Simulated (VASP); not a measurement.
InWS4:

```
In W S
1.0
     5.94179    0.00000    0.00000
    -2.97089    5.14574    0.00000
     0.00000    0.00000    5.04831
In W S
1 1 4
Cartesian
  0.0000 0.0000 1.1666
  0.0000 0.0000 3.3375
  0.0000 3.4305 4.2177
  2.9709 1.7152 4.2177
  0.0000 3.4305 1.6589
  2.9709 1.7152 1.6589
```

The cell was built from a structure type or drawn by symmetry, and may not be a known phase.

```yaml
Program: VASP 6.6.1
Task: relaxation of cell and atoms
Functional: PBE
Potentials_or_basis: VASP PAW PBE potentials, release 64 (In_d, W_sv, S)
Cutoff: 600 eV
k_mesh: 3 × 3 × 4
Occupations: gaussian, width 0.1 eV
Spin: collinear spin, zero start
Starting_moments: "[0.0, 0.0, 0.0, 0.0, 0.0, 0.0] μB"
```

At the start: pressure -2.2 GPa; volume 25.73 Å³/atom.

Problem. Where does the relaxation end?

Solution. Over 37 steps the energy falls by 1598.4 meV/atom and the volume is 21.75 Å³/atom (-15.5 %); space group P6mm (No. 183, to 0.1 Å) before and after; moment 0.00 μB per cell.

Step by step:
| step | energy change (eV) | largest force (eV/Å) | pressure (GPa) | volume (Å³) |
| --- | --- | --- | --- | --- |
| 1 | 0.0000 | 12.1980 | -2.25 | 154.35 |
| 2 | 2.1703 | 25.6191 | 4.56 | 143.74 |
| 3 | -2.6439 | 3.8863 | -10.39 | 150.36 |
| 4 | -2.6924 | 3.2211 | -10.48 | 150.74 |
| 5 | -2.7158 | 2.2462 | -10.44 | 151.30 |
| 6 | -5.4197 | 2.3064 | -7.42 | 120.45 |
| 7 | -6.1875 | 2.3164 | -0.30 | 106.68 |
| 8 | -4.4858 | 1.2833 | 45.77 | 81.53 |
| 9 | -6.3059 | 2.2761 | 3.12 | 102.68 |
| 10 | -6.3481 | 2.2526 | 8.22 | 97.85 |
| 11 | -6.8276 | 1.6082 | 15.22 | 95.50 |
| 12 | -7.0011 | 1.1735 | 11.16 | 96.44 |
| 13 | -7.5441 | 2.0174 | -3.39 | 111.53 |
| 14 | -7.5446 | 1.9736 | -3.01 | 110.92 |
| 15 | -8.0174 | 2.5789 | -1.78 | 112.43 |
| 16 | -9.2603 | 0.8604 | 3.43 | 115.93 |
| 17 | -9.2066 | 0.9805 | 5.39 | 116.73 |
| 18 | -9.2723 | 0.7017 | 4.13 | 116.23 |
| 19 | -9.2076 | 1.7004 | -1.57 | 128.10 |
| 20 | -9.3323 | 0.8678 | 1.54 | 120.96 |
| 21 | -9.4265 | 0.4333 | -0.98 | 124.81 |
| 22 | -9.4303 | 0.4928 | -1.53 | 125.74 |
| 23 | -9.4859 | 0.7385 | 0.53 | 124.14 |
| 24 | -9.4883 | 0.8059 | 1.08 | 123.74 |
| 25 | -9.5331 | 0.4081 | 0.77 | 124.53 |
| 26 | -9.5449 | 0.3837 | 0.62 | 125.18 |
| 27 | -9.5589 | 0.2857 | 0.00 | 126.70 |
| 28 | -9.5699 | 0.1797 | -1.06 | 129.50 |
| 29 | -9.5795 | 0.1711 | -0.50 | 129.45 |
| 30 | -9.5831 | 0.1595 | 0.15 | 129.38 |
| 31 | -9.5854 | 0.0646 | 0.18 | 129.55 |
| 32 | -9.5873 | 0.1614 | 0.24 | 129.90 |
| 33 | -9.5889 | 0.1020 | -0.11 | 130.46 |
| 34 | -9.5891 | 0.0747 | -0.26 | 130.71 |
| 35 | -9.5902 | 0.0537 | -0.08 | 130.63 |
| 36 | -9.5903 | 0.0666 | -0.05 | 130.61 |
| 37 | -9.5905 | 0.0335 | 0.06 | 130.50 |

Final structure:
```xyz
6
Lattice="4.3588 0.0000 0.0000 -2.1794 3.7749 0.0000 0.0000 0.0000 7.9310" Properties=species:S:1:pos:R:3 pbc="T T T"
In    0.0000    0.0000    1.2178
W     0.0000    0.0000    6.4163
S     0.0000    2.5166    6.3839
S     2.1794    1.2583    6.3839
S     0.0000    2.5166    2.5693
S     2.1794    1.2583    2.5693
```

Caveat: the k points lie up to 0.55 Å⁻¹ apart in the final cell; the volume moved by over 15 % at a fixed basis, so the end points are rough; this functional lacks dispersion, which binds the layers, so the pressure and a relaxed spacing across them are unreliable.
